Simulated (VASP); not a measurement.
# B15HN16 (a cell with a defect) (V_B-H) in VASP: a series of runs, part 2 of 2

VASP 6.6.1. Earlier steps stand in the parts before.

**4. Single point, PBE**

The input, INCAR:

```
SYSTEM = B15HN16
PREC = Accurate
ENCUT = 520
EDIFF = 1E-7
ISMEAR = -1
SIGMA = 0.01
LREAL = Auto
LASPH = .TRUE.
NELM = 80
ALGO = Normal
ISIF = 2
LWAVE = .FALSE.
LCHARG = .FALSE.
GGA = PE
NELECT = 128.0
NBANDS = 85
```

The input, KPOINTS:

```
Automatic mesh
0
Gamma
  1 1 1
  0.25 0.25 0.25
```

The input, POSCAR:

```
B15HN16
1.0
   -3.6241103844      3.6241103844     -3.6241103844
    3.6241103844      3.6241103844      3.6241103844
    3.6241103844     -3.6241103844     -3.6241103844
B N H
15 16 1
Direct
   -0.0028543827     -0.0028402092     -0.0032471133
    0.0084993400      0.2509129028      0.7532152239
    0.0085018198      0.5031073382      0.5010246144
   -0.0028539537      0.7466426811      0.2472698365
    0.2508993075      0.0085139805      0.7532183697
    0.2508996914      0.5031059046      0.2586227922
    0.2496384255      0.7498929338      0.0000004173
    0.5030922475      0.0085134106      0.5010219480
    0.5030934634      0.2509131548      0.2586229235
    0.4915672873      0.4915815133     -0.0050240445
    0.4915690472      0.7448703325      0.7416920374
    0.7466272782     -0.0028443234      0.2472652790
    0.7498806230      0.2496555108      0.0000043321
    0.7448514338      0.4915804316      0.7416900014
    0.7498772009      0.7498951054      0.4997637835
   -0.0158391535     -0.0158285041      0.2342821710
   -0.0024270576      0.2495405104      0.0025820970
    0.0056400140      0.5026459936      0.7527541327
   -0.0024270813      0.7524701797      0.4996501080
    0.2495231817     -0.0024158120      0.0025772947
    0.2494363138      0.2494503440      0.7712352789
    0.2494380582      0.5211253922      0.4995606739
    0.2495254506      0.7524684781      0.2476951300
    0.5026305731      0.0056534855      0.7527547774
    0.5211102676      0.2494485671      0.4995578735
    0.5026286081      0.5026456769      0.2557626060
    0.4974080890      0.7486665150     -0.0012259314
    0.7524573140     -0.0024145195      0.4996483105
    0.7524564544      0.2495389734      0.2476938616
    0.7486522680      0.4974254665     -0.0012245896
    0.7486509603      0.7486676601      0.7475329987
    0.1514297092      0.1514444214      0.4015532968
```

The run is started by

```bash
cat potpaw_PBE.64/B/POTCAR potpaw_PBE.64/N/POTCAR potpaw_PBE.64/H/POTCAR > POTCAR
mpirun -np 1 vasp_std > vasp.out
```

Wall time 54 s (1 thread of Intel Xeon Platinum 8488C (Sapphire Rapids), shared host); peak memory 0.31 GiB.

Results (log left out):

- Free energy: -253.4721 eV
- Largest force: 0.031 eV/Å

Forces in eV/Å, atoms in the order of the input:
```
B   -0.003  0.002  0.003
B    0.009 -0.008  0.021
B    0.009 -0.021  0.008
B   -0.003 -0.003 -0.002
B   -0.021 -0.008 -0.009
B   -0.021  0.009  0.008
B   -0.001  0.002 -0.002
B   -0.008 -0.021 -0.009
B   -0.008  0.009  0.021
B    0.008  0.021 -0.008
B    0.008  0.008 -0.021
B    0.002 -0.003  0.003
B    0.002  0.002  0.001
B    0.021  0.008 -0.008
B    0.002 -0.001 -0.002
N    0.018  0.018 -0.018
N   -0.001  0.008 -0.004
N   -0.004 -0.004  0.004
N   -0.001  0.004 -0.008
N    0.004  0.008  0.001
N   -0.006  0.005  0.006
N   -0.006 -0.006 -0.005
N    0.004 -0.001 -0.008
N   -0.004 -0.004  0.004
N    0.005 -0.006  0.006
N   -0.004 -0.004  0.004
N   -0.010 -0.003  0.003
N    0.008  0.004  0.001
N    0.008 -0.001 -0.004
N   -0.003 -0.003  0.010
N   -0.003 -0.010  0.003
H    0.000  0.000  0.000
```

Levels at points of the mesh, in eV from the Fermi level:
```tsv
k point	band 62	band 63	band 64	band 65	band 66	band 67
(0.25, 0.25, 0.25)	-1.54	-0.25	-0.25	6.06	6.07	6.07
```

Caveat: the k points lie up to 1.23 Å⁻¹ apart; the cell carries a net charge on a neutralising background, which shifts energy and pressure; the cell is charged against a uniform background, so pressure and absolute levels hang on convention.

**5. Single point, PBE**

The input, INCAR:

```
PREC     = Accurate       # precision mode
ENCUT    = 520            # plane-wave cutoff, eV
EDIFF    = 1E-7           # SCF threshold, eV
ISMEAR   = -1             # smearing method
SIGMA    = 0.01           # smearing width, eV
LREAL    = Auto         
LASPH    = T              # aspherical terms in the spheres
NELM     = 60             # most SCF steps
ALGO     = Normal         # electronic algorithm
ISIF     = 2              # what is computed and relaxed
LWAVE    = F              # write WAVECAR
LCHARG   = F              # write CHGCAR
GGA      = PE             # functional
NBANDS   = 85             # bands
```

KPOINTS is that of step 4.

The input, POSCAR:

```
B15HN16
1.0
   -3.6241103844      3.6241103844     -3.6241103844
    3.6241103844      3.6241103844      3.6241103844
    3.6241103844     -3.6241103844     -3.6241103844
B N H
15 16 1
Direct
   -0.0017036802     -0.0025361150     -0.0036674949
    0.0042465628      0.2515040716      0.7505960414
    0.0042253732      0.5003515749      0.5016216018
   -0.0016746019      0.7462180295      0.2475939471
    0.2523223281      0.0033741429      0.7504460419
    0.2523380375      0.5004622878      0.2535451284
    0.2519590795      0.7502114319      0.0003341982
    0.5013026095      0.0034139377      0.5016350359
    0.5011869048      0.2514784691      0.2534938133
    0.4999490015      0.4991401000     -0.0006623434
    0.4999650983      0.7492186522      0.7492247083
    0.7470686256     -0.0025303609      0.2475967816
    0.7510379009      0.2511059130      0.0003236515
    0.7500786915      0.4991071441      0.7492771593
    0.7510409861      0.7501931685      0.5012315084
   -0.0147727512     -0.0156334691      0.2344925397
    0.0009984158      0.2506153478      0.0038906261
    0.0061859047      0.5022514721      0.7523914207
    0.0010060520      0.7537071092      0.5007326082
    0.2514576861      0.0001781167      0.0038213143
    0.2534874029      0.2526811916      0.7774724497
    0.2535120667      0.5273441401      0.5027712701
    0.2514682854      0.7537615969      0.2502730361
    0.5031093299      0.0053377492      0.7523825414
    0.5282347953      0.2526364566      0.5028185516
    0.5030960671      0.5022457316      0.2554621503
    0.4998350214      0.7498514863     -0.0000265909
    0.7546022392      0.0001484443      0.5007480428
    0.7545515711      0.2506102773      0.2503163729
    0.7506825158      0.4989798400     -0.0000323703
    0.7506740299      0.7498203547      0.7490992808
    0.1489728488      0.1481330228      0.3982210358
```

Potentials or basis: VASP PAW PBE potentials, release 64 (B, N, H).

The run is started by

```bash
cat potpaw_PBE.64/B/POTCAR potpaw_PBE.64/N/POTCAR potpaw_PBE.64/H/POTCAR > POTCAR
mpirun -np 1 vasp_std > vasp.out
```

OUTCAR:

```text
PREC = Accurate
   ENCUT = 520
   EDIFF = 1E-7
   ISMEAR = -1
   LREAL = Auto
   LASPH = T
   NELM = 60
   ISIF = 2
   GGA = PE

 ion  position               nearest neighbor table
   1  0.998  0.997  0.996-  16 1.55  31 1.55  17 1.57  20 1.57
   2  0.004  0.252  0.751-  21 1.51  18 1.57  28 1.57  17 1.60
   3  0.004  0.500  0.502-  22 1.51  18 1.57  29 1.57  19 1.60
   4  0.998  0.746  0.248-  16 1.55  30 1.55  23 1.57  19 1.57
   5  0.252  0.003  0.750-  21 1.51  24 1.57  19 1.57  20 1.60
   6  0.252  0.500  0.254-  22 1.51  26 1.57  17 1.57  23 1.60
[... 12 lines left out ...]
  19  0.001  0.754  0.501-  15 1.56   4 1.57   5 1.57   3 1.60
  20  0.251  0.000  0.004-   7 1.56   1 1.57   9 1.57   5 1.60
  21  0.253  0.253  0.777-  10 1.50   2 1.51   5 1.51
  22  0.254  0.527  0.503-  11 1.50   6 1.51   3 1.51
  23  0.251  0.754  0.250-   7 1.56   4 1.57   8 1.57   6 1.60
  24  0.503  0.005  0.752-  13 1.55   5 1.57   8 1.57  11 1.59
  25  0.528  0.253  0.503-  14 1.50   8 1.51   9 1.51
  26  0.503  0.502  0.255-  15 1.55   9 1.57   6 1.57  10 1.59
  27  0.500  0.750  1.000-  12 1.55   7 1.56  10 1.57  11 1.57
  28  0.755  0.000  0.501-  15 1.56  12 1.57   2 1.57   8 1.60
  29  0.755  0.251  0.250-  13 1.56  12 1.57   3 1.57   9 1.60
  30  0.751  0.499  1.000-   4 1.55  13 1.56  14 1.57  10 1.57
  31  0.751  0.750  0.749-   1 1.55  15 1.56  11 1.57  14 1.57
  32  0.149  0.148  0.398-  16 1.03

  LATTYP: Found a body centered cubic cell.
 ALAT       =     7.2482207688

  Lattice vectors:

 A1 = (  -3.6241103844,   3.6241103844,  -3.6241103844)
 A2 = (   3.6241103844,   3.6241103844,   3.6241103844)
 A3 = (   3.6241103844,  -3.6241103844,  -3.6241103844)

Analysis of symmetry for initial positions (statically):
=====================================================================
 Subroutine PRICEL returns:
 Original cell was already a primitive cell.

 Routine SETGRP: Setting up the symmetry group for a
 body centered cubic supercell.

 Subroutine GETGRP returns: Found  1 space group operations
 (whereof  1 operations were pure point group operations)
[... 176 lines left out ...]
   LORBIT       =      0    0 simple, 1 ext, 2 COOP (PROOUT), +10 PAW based schemes
   GGA     = PE    functional components
   LHFCALC =     F    Hartree Fock is set to
   AEXX    =    0.0000 exact exchange contribution
   IVDW    =     0    specifies the selected vdW correction
   LEPSILON=     F    determine dielectric tensor
   LRPA    =     F    only Hartree local field effects (RPA)
 non-spin polarized calculation
  energy-cutoff  :      520.00
  volume of cell :      190.40
 maximum number of plane-waves:      5072
 NGX is ok and might be reduce to    48
   NGX = 23   NGY = 23   NGZ = 23

 number of electron     126.0000008 magnetization

 Free energy of the ion-electron system (eV)
  ---------------------------------------------------
  ext. energy  EPLUGINS =         0.00000000
  ---------------------------------------------------
  free energy    TOTEN  =      -268.80597588 eV

  energy without entropy =     -268.77825276  energy(sigma->0) =     -268.79211432

 E-fermi :   7.3583     XC(G=0): -12.6417

 val. band max:        7.3580486891   @ k =   0.2500   0.2500   0.2500
 cond. band min:       7.3585195118   @ k =   0.2500   0.2500   0.2500
 fundamental gap:      0.0004708227
 Fermi energy:         7.3582841004

 k-point     1 :       0.2500    0.2500    0.2500
  band No.  band energies     occupation
      1     -11.8665      2.00000
      2     -11.7612      2.00000
      3     -11.7607      2.00000
      4     -11.3621      2.00000
      5      -9.0506      2.00000
      6      -8.6825      2.00000
[... 67 lines left out ...]
     74      15.1503      0.00000
     75      15.1507      0.00000
 [bands above 75 left out]

------------------------ aborting loop because EDIFF is reached ----------------------------------------

  FORCE on cell =-STRESS in cart. coord.  units (eV):
  Direction    XX          YY          ZZ          XY          YZ          ZX
  --------------------------------------------------------------------------------------
  -------------------------------------------------------------------------------------
  Total        6.5434202      6.5432488      6.5539572      1.0201094     -1.0148481     -1.0123570
  in kB       55.0618949     55.0604525     55.1505620      8.5840667     -8.5397938     -8.5188313
  external PRESSURE =      55.0909698 kB  Pullay stress =       0.0000000 kB

 VOLUME and BASIS-vectors are now :
 -----------------------------------------------------------------------------
  energy-cutoff  :      520.00
  volume of cell :      190.40
      direct lattice vectors                 reciprocal lattice vectors
    -3.624110384  3.624110384 -3.624110384     0.000000000  0.137964893 -0.137964893
     3.624110384  3.624110384  3.624110384     0.137964893  0.137964893  0.000000000
     3.624110384 -3.624110384 -3.624110384     0.137964893  0.000000000 -0.137964893

 POSITION                                       TOTAL-FORCE (eV/Angst)
 -----------------------------------------------------------------------------------
      3.60780      3.62204     -3.61384        -0.000320      0.002051     -0.001998
      3.61633     -1.79337     -1.82415         0.002477     -0.006964      0.014116
      3.61595      0.01071     -0.01992         0.007029     -0.008065      0.009230
     -0.01636      5.42511     -1.81097         0.001983     -0.000432     -0.000300
      1.81748     -1.79303     -3.62191        -0.006884     -0.009065     -0.009796
      1.81811      1.80936     -0.01965        -0.014081      0.005442      0.005561
[... 24 lines left out ...]
      2.71172      2.72314     -2.71791        -0.001538     -0.003590      0.001556
      1.44015     -0.36645     -1.44624        -0.002497     -0.002665      0.001986
 -----------------------------------------------------------------------------------
    total drift:                                0.004922     -0.006645      0.008653

  FREE ENERGIE OF THE ION-ELECTRON SYSTEM (eV)
  ---------------------------------------------------
  free  energy   TOTEN  =      -268.8059758789 eV

  energy  without entropy=     -268.7782527624  energy(sigma->0) =     -268.79211432
```

OSZICAR:

```text
N       E                     dE             d eps       ncg     rms          rms(c)
DAV:   1     0.537009084354E+03    0.53701E+03   -0.67551E+04   170   0.145E+03
DAV:   2    -0.248824203601E+03   -0.78583E+03   -0.75976E+03   215   0.332E+02
DAV:   3    -0.283330598485E+03   -0.34506E+02   -0.34267E+02   212   0.706E+01
[... 17 lines left out ...]
DAV:  21    -0.268805966823E+03    0.39010E-04   -0.14133E-04   212   0.125E-02    0.896E-03
DAV:  22    -0.268805975383E+03   -0.85595E-05   -0.14574E-06   180   0.539E-03    0.635E-03
DAV:  23    -0.268805975876E+03   -0.49335E-06   -0.15025E-07   124   0.127E-03    0.861E-03
DAV:  24    -0.268805975822E+03    0.54307E-07   -0.19770E-06   100   0.945E-04    0.322E-03
DAV:  25    -0.268805975879E+03   -0.56890E-07   -0.38196E-08    85   0.880E-04
   1 F= -.26880598E+03 E0= -.26879211E+03  d E =-.277231E-01
```

stdout:

```text
POSCAR found type information on POSCAR B N H
 POSCAR found :  3 types and      32 ions
 scaLAPACK will be used
 LDA part: xc-table for (Slater+PW92), standard interpolation
 POSCAR, INCAR and KPOINTS ok, starting setup
 FFT: planning ... GRIDC
 FFT: planning ... GRID_SOFT
 FFT: planning ... GRID
 WAVECAR not read
 entering main loop
```

Run time: 87 s. Hardware: 1 thread of Intel Xeon Platinum 8488C (Sapphire Rapids), shared host; peak memory 0.33 GiB.

Results:

```
Free energy            : -268.8060 eV
Pressure               : 5.5 GPa
Largest force          : 0.031 eV/Å
Band gap on the k mesh : zero (filled and empty bands touch)
```

Forces in eV/Å, atoms in the order of the input:
```
B    0.000  0.002 -0.002
B    0.002 -0.007  0.014
B    0.007 -0.008  0.009
B    0.002  0.000  0.000
B   -0.007 -0.009 -0.010
B   -0.014  0.005  0.006
B   -0.001  0.003  0.002
B   -0.010 -0.013 -0.006
B   -0.007  0.007  0.007
B    0.006  0.015 -0.008
B    0.008  0.003 -0.016
B    0.002  0.000 -0.002
B    0.004 -0.003 -0.002
B    0.017  0.008 -0.002
B   -0.001  0.001 -0.001
N    0.019  0.018 -0.017
N   -0.001  0.005  0.002
N    0.001 -0.004  0.001
N   -0.003  0.001 -0.003
N    0.000  0.000  0.001
N   -0.011  0.007  0.006
N   -0.007 -0.011 -0.007
N    0.001 -0.004 -0.007
N   -0.006 -0.003  0.001
N    0.008 -0.006  0.015
N   -0.001  0.001  0.007
N   -0.006 -0.002  0.004
N    0.005  0.001  0.002
N   -0.001  0.001  0.001
N   -0.002 -0.002  0.004
N   -0.002 -0.004  0.002
H   -0.002 -0.003  0.002
```

Caveat: the k points lie up to 1.23 Å⁻¹ apart.
